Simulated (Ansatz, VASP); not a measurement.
# Mo: VASP beside Ansatz

Contents of POSCAR:

```
Mo
1.0
   -1.5816278584      1.5816278584      1.5816278584
    1.5816278584     -1.5816278584      1.5816278584
    1.5816278584      1.5816278584     -1.5816278584
Mo
1
Direct
    0.0000000000      0.0000000000      0.0000000000
```

INCAR.step1

```
PREC = Accurate
ENCUT = 520
ISMEAR = 0
SIGMA = 0.05
LREAL = False
LASPH = True
NELM = 100
NBANDS = 13
GGA = PE
ALGO = Normal
EDIFF = 1E-4
LWAVE = True
LCHARG = False
```

File INCAR.step2:

```
PREC = Accurate
ENCUT = 520
EDIFF = 1E-6
ISMEAR = 0
SIGMA = 0.05
LREAL = False
LASPH = True
NELM = 100
ALGO = Normal
ISIF = 2
LWAVE = False
LCHARG = False
METAGGA = R2SCAN
LMIXTAU = True
NBANDS = 13
ISTART = 1
```

Contents of KPOINTS:

```
regular mesh
0
Gamma
  18 18 18
```

Input for Ansatz:

```yaml
crystal:
  lattice:
    - [-1.5816278584, 1.5816278584, 1.5816278584]
    - [1.5816278584, -1.5816278584, 1.5816278584]
    - [1.5816278584, 1.5816278584, -1.5816278584]
  atoms:
    - { symbol: Mo, position: [0.0, 0.0, 0.0] }
basis:
  ecutwfc: 600
  ecutrho_ratio: 5
kpoints:
  mp_grid: { grid: [18, 18, 18] }
hamiltonian:
  xc: r2scan
scf:
  occupations: { method: gaussian, width: 0.05 }
output:
  forces: true
  stress: true
  eigenvalues: true
```

Alike in both runs: task single point; functional r2SCAN; k mesh 18 × 18 × 18; occupations gaussian, width 0.05 eV; no spin polarisation.

```csv
,VASP,Ansatz
version,VASP 6.6.1,Ansatz 0.2.0
potentials or method,"VASP PAW PBE potentials, release 64 (Mo_sv), cutoff 520 eV","scalar-relativistic, plane waves, PAW"
valence electrons in the cell,14,14
```

Ansatz gave:

```
gap on the k mesh at the Fermi level (eV) : none
pressure (GPa)                            : -3.2
```

Q: Estimate VASP's values.

A: gap on the k mesh at the Fermi level (eV): none; pressure (GPa): -2.2.

VASP's potentials were made for PBE, not for r2SCAN. A gap of «none» marks a metal or a gap that the smearing closes.
